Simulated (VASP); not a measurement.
# KF in VASP: a series of runs

Runs on KF. Level: PBE. Tasks: single point.

All numbers are computed with VASP 6.6.1; they aren't measurements. Logs are shortened: lines on timing, memory, paths and dates and some standing lists are left out, and cuts for length are marked.

### Step 1. The cell of the first run

The typed cell holds 2 atoms: a = 3.720 Å, b = 3.811 Å, c = 3.638 Å, α = 57.47°, β = 60.53°, γ = 59.89°.

### Step 2. Single point, PBE (atoms moved at random and the cell strained at random)

INCAR

```
PREC = Accurate
ENCUT = 520
EDIFF = 1E-6
ISMEAR = 0
SIGMA = 0.02
LREAL = False
LASPH = True
NELM = 80
ALGO = Normal
ISIF = 2
LWAVE = False
LCHARG = False
GGA = PE
NBANDS = 15
```

KPOINTS

```
Automatic mesh
0
Gamma
  8 8 8
```

POSCAR

```
KF
1.0
   -0.0072451850      2.5863706350      2.6741951100
    2.7271571450      0.0047588300      2.6621910950
    2.6471392900      2.4943487650      0.0847766850
K F
1 1
Direct
   -0.0075444174     -0.0018814288      0.0079558631
    0.5075444174      0.5018814288      0.4920441369
```

Potentials or basis: VASP PAW PBE potentials, release 64 (K_sv, F).

On the command line:

```console
$ cat potpaw_PBE.64/K_sv/POTCAR potpaw_PBE.64/F/POTCAR > POTCAR
$ mpirun -np 1 vasp_std > vasp.out
```

OUTCAR:

```text
PREC = Accurate
   ENCUT = 520
   EDIFF = 1E-6
   ISMEAR = 0
   LREAL = False
   LASPH = True
   NELM = 80
   ISIF = 2
   GGA = PE

 ion  position               nearest neighbor table
   1  0.992  0.998  0.008-   2 2.54   2 2.54   2 2.58   2 2.66   2 2.68   2 2.72
   2  0.508  0.502  0.492-   1 2.54   1 2.54   1 2.58   1 2.66   1 2.68   1 2.72

  LATTYP: Found a triclinic cell.
 ALAT       =     3.7203071164
 B/A-ratio  =     1.3648424331
 C/A-ratio  =     1.0244112673
 COS(alpha) =     0.0022646486
 COS(beta)  =     0.5015862617
 COS(gamma) =     0.7087086827

  Lattice vectors:

 A1 = (   0.0072451850,  -2.5863706350,  -2.6741951100)
 A2 = (   0.0872630400,  -5.0759605700,  -0.0967807000)
 A3 = (  -2.7271571450,  -0.0047588300,  -2.6621910950)

Analysis of symmetry for initial positions (statically):
=====================================================================
 Subroutine PRICEL returns:
 Original cell was already a primitive cell.

 Routine SETGRP: Setting up the symmetry group for a
 triclinic supercell.

 Subroutine GETGRP returns: Found  1 space group operations
 (whereof  1 operations were pure point group operations)
 out of a pool of  2 trial point group operations.

The static configuration has the point symmetry C_1 .

Analysis of symmetry for dynamics (positions and initial velocities):
=====================================================================
 Subroutine PRICEL returns:
 Original cell was already a primitive cell.

 Routine SETGRP: Setting up the symmetry group for a
 triclinic supercell.

 Subroutine GETGRP returns: Found  1 space group operations
 (whereof  1 operations were pure point group operations)
 out of a pool of  2 trial point group operations.

The dynamic configuration has the point symmetry C_1 .

 Subroutine INISYM returns: Found  1 space group operations
 (whereof  1 operations are pure point group operations),
 and found     1 'primitive' translations

----------------------------------------------------------------------------------------

                                     Primitive cell

  volume of cell :      35.8343

  direct lattice vectors                    reciprocal lattice vectors
    -0.007245185  2.586370635  2.674195110    -0.185298350  0.190208781  0.189480218
     2.727157145  0.004758830  2.662191095     0.180026349 -0.197564587  0.191564022
     2.647139290  2.494348765  0.084776685     0.191790941  0.204057178 -0.196836024

  length of vectors
     3.720307116  3.811124528  3.638173892     0.326217124  0.328843468  0.342297410

  position of ions in fractional coordinates (direct lattice)
     0.992455583  0.998118571  0.007955863
     0.507544417  0.501881429  0.492044137

  ion indices of the primitive-cell ions
   primitive index   ion index
                 1           1
                 2           2

----------------------------------------------------------------------------------------

 KPOINTS: Automatic mesh

Automatic generation of k-mesh.
 Grid dimensions read from file:
 generate k-points for:    8    8    8

 Generating k-lattice:

  Cartesian coordinates                     Fractional coordinates (reciprocal lattice)
    -0.023162294  0.023776098  0.023685027     0.125000000  0.000000000  0.000000000
     0.022503294 -0.024695573  0.023945503     0.000000000  0.125000000 -0.000000000
     0.023973868  0.025507147 -0.024604503     0.000000000  0.000000000  0.125000000

  Length of vectors
     0.040777141  0.041105434  0.042787176

  Shift w.r.t. Gamma in fractional coordinates (k-lattice)
     0.000000000  0.000000000  0.000000000

 Subroutine IBZKPT returns following result:
 ===========================================

 Found    260 irreducible k-points:

 Following reciprocal coordinates:
            Coordinates               Weight
  0.000000  0.000000  0.000000      1.000000
  0.125000  0.000000  0.000000      2.000000
  0.250000  0.000000  0.000000      2.000000
  0.375000  0.000000  0.000000      2.000000
  0.500000  0.000000  0.000000      1.000000
  0.000000  0.125000 -0.000000      2.000000
[... 16 lines left out ...]
  0.125000  0.375000 -0.000000      2.000000
  0.250000  0.375000 -0.000000      2.000000
 [... further k-points ...]
   k-points           NKPTS =    260   k-points in BZ     NKDIM =    260   number of bands    NBANDS=     15
   number of dos      NEDOS =    301   number of ions     NIONS =      2
   total plane-waves  NPLWV =  21952
   dimension x,y,z NGX =    28 NGY =   28 NGZ =   28
   dimension x,y,z NGXF=    56 NGYF=   56 NGZF=   56
   ions per type =               1   1
   NGX,Y,Z   is equivalent  to a cutoff of  12.51, 12.21, 12.79 a.u.
   NGXF,Y,Z  is equivalent  to a cutoff of  25.02, 24.43, 25.59 a.u.
 SYSTEM =  unknown system
   PREC   = accura    normal or accurate (medium, high low for compatibility)
   ISTART =      0    job   : 0-new  1-cont  2-samecut
   ICHARG =      2    charge: 1-file 2-atom 10-const
   ISPIN  =      1    spin polarized calculation?
   LNONCOLLINEAR =      F non collinear calculations
   LSORBIT =      F    spin-orbit coupling
   LASPH  =      T    aspherical Exc in radial PAW
   ENCUT  =  520.0 eV  38.22 Ry    6.18 a.u.   6.92  7.09  6.76*2*pi/ulx,y,z
   NELM   =     80;   NELMIN=  2; NELMDL= -5     # of ELM steps
   EDIFF  = 0.1E-05   stopping-criterion for ELM
   LREAL  =      F    real-space projection
   EDIFFG = 0.1E-04   stopping-criterion for IOM
   NSW    =      0    number of steps for IOM
   IBRION =     -1    ionic relax: 0-MD 1-quasi-New 2-CG
   NFREE  =      0    steps in history (QN), initial steepest desc. (CG)
   ISIF   =      2    stress and relaxation
   ISYM   =      2    0-nonsym 1-usesym 2-fastsym
   POTIM  = 0.5000    time-step for ionic-motion
   TEBEG  =    0.0;   TEEND  =   0.0 temperature during run
   PSTRESS=    0.0 pullay stress
   NELECT =      16.0000    total number of electrons
   NUPDOWN=      -1.0000    fix difference up-down
   EMIN   =  10.00;   EMAX   =-10.00  energy-range for DOS
   EFERMI =   0.00;   METHOD = LEGACY
   ISMEAR =     0;   SIGMA  =   0.02  broadening in eV -4-tet -1-fermi 0-gaus
   EFERMI_NEDOS =   21; number of points for ismear=-14 and -15
   IALGO  =     38    algorithm
   IMIX   =      4    mixing-type and parameters
     AMIX     =   0.40;   BMIX     =  1.00
     AMIX_MAG =   1.60;   BMIX_MAG =  1.00
  volume/ion in A,a.u.               =      17.92       120.91
  Fermi-wavevector in a.u.,A,eV,Ry     =   1.251263  2.364545 21.302092  1.565660
  Thomas-Fermi vector in A             =   2.385219
   LORBIT       =      0    0 simple, 1 ext, 2 COOP (PROOUT), +10 PAW based schemes
   GGA     = PE    functional components
   LHFCALC =     F    Hartree Fock is set to
   AEXX    =    0.0000 exact exchange contribution
   IVDW    =     0    specifies the selected vdW correction
   LEPSILON=     F    determine dielectric tensor
   LRPA    =     F    only Hartree local field effects (RPA)
 non-spin polarized calculation
 Gauss-broadening in eV      SIGMA  =   0.02
  energy-cutoff  :      520.00
  volume of cell :       35.83
 maximum number of plane-waves:       978
   NGX = 13   NGY = 15   NGZ = 13

 number of electron      16.0000003 magnetization

 Free energy of the ion-electron system (eV)
  ---------------------------------------------------
  ext. energy  EPLUGINS =         0.00000000
  ---------------------------------------------------
  free energy    TOTEN  =        -8.22548464 eV

  energy without entropy =       -8.22548464  energy(sigma->0) =       -8.22548464

 E-fermi :  -2.4498     XC(G=0):  -8.6900

 val. band max:       -2.5499307805   @ k =   0.0000   0.0000   0.0000
 cond. band min:       3.8561074067   @ k =   0.0000   0.0000   0.0000
 fundamental gap:      6.4060381872
 Fermi energy:        -2.4498081051

 k-point     1 :       0.0000    0.0000    0.0000
  band No.  band energies     occupation
      1     -28.5999      2.00000
      2     -21.3160      2.00000
      3     -11.8134      2.00000
      4     -11.8045      2.00000
      5     -11.7771      2.00000
      6      -2.6747      2.00000
      7      -2.6332      2.00000
      8      -2.5499      2.00000
      9       3.8561      0.00000
     10       7.9610      0.00000
     11       8.0947      0.00000
     12       8.6614      0.00000
     13       9.7617      0.00000
     14      10.2895      0.00000
     15      14.7501      0.00000

 k-point     2 :       0.1250    0.0000    0.0000
  band No.  band energies     occupation
      1     -28.5825      2.00000
      2     -21.3358      2.00000
      3     -11.8514      2.00000
      4     -11.8108      2.00000
      5     -11.7810      2.00000
      6      -2.7904      2.00000
      7      -2.7162      2.00000
      8      -2.6188      2.00000
      9       4.2960      0.00000
     10       7.8703      0.00000
     11       8.1882      0.00000
     12       8.8668      0.00000
     13       9.9333      0.00000
     14      10.4628      0.00000
     15      15.4806      0.00000

 k-point     3 :       0.2500    0.0000    0.0000
  band No.  band energies     occupation
      1     -28.5400      2.00000
      2     -21.3842      2.00000
      3     -11.9516      2.00000
      4     -11.8259      2.00000
      5     -11.7804      2.00000
      6      -3.1048      2.00000
      7      -2.8496      2.00000
      8      -2.7675      2.00000
      9       5.3788      0.00000
     10       7.6257      0.00000
     11       8.6805      0.00000
     12       9.3872      0.00000
     13      10.4589      0.00000
     14      10.9664      0.00000
     15      16.4690      0.00000

 k-point     4 :       0.3750    0.0000    0.0000
  band No.  band energies     occupation
      1     -28.4967      2.00000
      2     -21.4333      2.00000
      3     -12.0516      2.00000
      4     -11.8410      2.00000
      5     -11.7779      2.00000
      6      -3.3818      2.00000
      7      -2.9762      2.00000
      8      -2.9090      2.00000
      9       6.3868      0.00000
     10       7.8817      0.00000
     11       9.1546      0.00000
     12       9.9097      0.00000
     13      11.3296      0.00000
     14      11.7332      0.00000
     15      15.0709      0.00000
[... 307 lines left out ...]
 k-point    22 :       0.0000    0.3750   -0.0000
  band No.  band energies     occupation
      1     -28.4911      2.00000
      2     -21.4291      2.00000
      3     -12.0575      2.00000
      4     -11.8546      2.00000
      5     -11.7918      2.00000
      6      -3.3844      2.00000
      7      -2.9983      2.00000
      8      -2.9139      2.00000
      9       6.4023      0.00000
     10       7.9013      0.00000
     11       9.3581      0.00000
     12       9.7420      0.00000
     13      11.3923      0.00000
     14      11.6097      0.00000
     15      15.1259      0.00000

 k-point    23 :       0.1250    0.3750   -0.0000
  band No.  band energies     occupation
      1     -28.4949      2.00000
      2     -21.4061      2.00000
      3     -12.0672      2.00000
      4     -11.8850      2.00000
      5     -11.8517      2.00000
      6      -3.2768      2.00000
      7      -2.9195      2.00000
      8      -2.8146      2.00000
      9       6.3415      0.00000
     10       7.3382      0.00000
     11       9.3631      0.00000
     12       9.9065      0.00000
     13      11.0980      0.00000
     14      11.3791      0.00000
     15      15.4897      0.00000

 k-point    24 :       0.2500    0.3750   -0.0000
  band No.  band energies     occupation
      1     -28.4843      2.00000
      2     -21.3785      2.00000
      3     -12.1582      2.00000
      4     -11.9843      2.00000
      5     -11.9275      2.00000
      6      -3.1354      2.00000
      7      -2.7773      2.00000
      8      -2.6770      2.00000
      9       6.3637      0.00000
     10       6.7172      0.00000
     11       9.7198      0.00000
     12      10.4496      0.00000
     13      10.9433      0.00000
     14      11.1948      0.00000
     15      15.7005      0.00000

 [... further k-points ...]
[... 5 lines left out ...]
  --------------------------------------------------------------------------------------
  -------------------------------------------------------------------------------------
  Total        0.4695686      1.5572160      0.8793775      0.0746470     -0.0907149     -0.0514438
  in kB       20.9947730     69.6243221     39.3176431      3.3375254     -4.0559312     -2.3000931
  external PRESSURE =      43.3122461 kB  Pullay stress =       0.0000000 kB

 VOLUME and BASIS-vectors are now :
 -----------------------------------------------------------------------------
  energy-cutoff  :      520.00
  volume of cell :       35.83
      direct lattice vectors                 reciprocal lattice vectors
    -0.007245185  2.586370635  2.674195110    -0.185298350  0.190208781  0.189480218
     2.727157145  0.004758830  2.662191095     0.180026349 -0.197564587  0.191564022
     2.647139290  2.494348765  0.084776685     0.191790941  0.204057178 -0.196836024

 POSITION                                       TOTAL-FORCE (eV/Angst)
 -----------------------------------------------------------------------------------
      2.73590      2.59145      5.31188        -0.038514      0.005170      0.099460
      2.66754      2.54242      2.73509         0.038514     -0.005170     -0.099460
 -----------------------------------------------------------------------------------
    total drift:                               -0.000337     -0.000125     -0.000144

  FREE ENERGIE OF THE ION-ELECTRON SYSTEM (eV)
  ---------------------------------------------------
  free  energy   TOTEN  =        -8.2254846367 eV

  energy  without entropy=       -8.2254846367  energy(sigma->0) =       -8.22548464
```

Wall time 73 s (1 thread of AMD EPYC 9R45 (Zen 5), shared host); peak memory 0.23 GiB.

What came out:

* Free energy: -8.2255 eV
* Pressure: 4.3 GPa
* Largest force: 0.107 eV/Å
* Band gap on the k mesh: 6.41 eV, direct

Forces in eV/Å, atoms in the order of the input:
```
K   -0.039  0.005  0.099
F    0.039 -0.005 -0.099
```

Stress tensor (GPa, compression positive):
```
 2.10  0.33 -0.23
 0.33  6.96 -0.41
-0.23 -0.41  3.93
```

Caveat: the cell differs from its parent crystal (atoms moved at random and the cell strained at random). A k mesh can miss the band edges.

[end of part 1 of 2]
